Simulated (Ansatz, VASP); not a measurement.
SiC: VASP beside Ansatz

INCAR

```
SYSTEM = SiC
PREC = Accurate ; ENCUT = 520
EDIFF = 1E-6 ; ISMEAR = 0
SIGMA = 0.05 ; LREAL = .False.
LASPH = .True. ; NELM = 120
ALGO = Normal ; ISIF = 2
LWAVE = .False. ; LCHARG = .False.
LDIPOL = .True. ; IDIPOL = 3
DIPOL = 0.5 0.5 0.299 ; GGA = PS
NBANDS = 21 ; GGA_COMPAT = .False.
NELMDL = -8
```

File KPOINTS:

```
regular mesh
0
Gamma
  9 9 1
  0 0 0
```

POSCAR

```
SiC
1.0
    3.0807229203      0.0000000000      0.0000000000
    0.0000000000      3.0807229203      0.0000000000
    0.0000000000      0.0000000000     22.4397802203
C Si
3 3
Direct
    0.0000000000      0.5000000000      0.1782548653
    0.5000000000      0.0000000000      0.2753324679
    0.0000000000      0.5000000000      0.3715446449
    0.5000000000      0.5000000000      0.2267936666
    0.0000000000      0.0000000000      0.3227303214
    0.5000000000      0.5000000000      0.4206716879
```

Input for Ansatz:

```yaml
crystal:
  lattice:
    - [3.0807229203, 0.0, 0.0]
    - [0.0, 3.0807229203, 0.0]
    - [0.0, 0.0, 22.4397802203]
  atoms:
    - { symbol: C, position: [0.0, 0.5, 0.1782548653] }
    - { symbol: Si, position: [0.5, 0.5, 0.2267936666] }
    - { symbol: C, position: [0.5, 0.0, 0.2753324679] }
    - { symbol: Si, position: [0.0, 0.0, 0.3227303214] }
    - { symbol: C, position: [0.0, 0.5, 0.3715446449] }
    - { symbol: Si, position: [0.5, 0.5, 0.4206716879] }
basis:
  ecutwfc: 420
kpoints:
  mp_grid: { grid: [9, 9, 1] }
hamiltonian:
  xc: pbesol
  pseudopotentials: { kind: paw, azcp: { folder: soft_1 } }
scf:
  occupations: { method: gaussian, width: 0.05 }
output:
  forces: true
  eigenvalues: true
efield:
  axis: 3
  dipole_correction: true
  ramp_width: 0.04
```

Alike in both runs: task single point; functional PBEsol; k mesh 9 × 9 × 1; occupations gaussian, width 0.05 eV; no spin polarisation.

|  | VASP | Ansatz |
| --- | --- | --- |
| version | VASP 6.6.1 | Ansatz 0.2.0 |
| potentials or method | VASP PAW PBE potentials, release 64 (C, Si), cutoff 520 eV | scalar-relativistic, plane waves, PAW |
| valence electrons in the cell | 24 | 24 |

|  | VASP | Ansatz | Ansatz less VASP |
| --- | --- | --- | --- |
| gap on the k mesh at the Fermi level (eV) | none | none | - |
| rms of the force components (eV/Å) | 0.696 | 0.701 | +0.0051 |

VASP's potentials were made for PBE, not for PBEsol, and Ansatz warns of the same on its side. A gap of «none» marks a metal or a gap that the smearing closes.
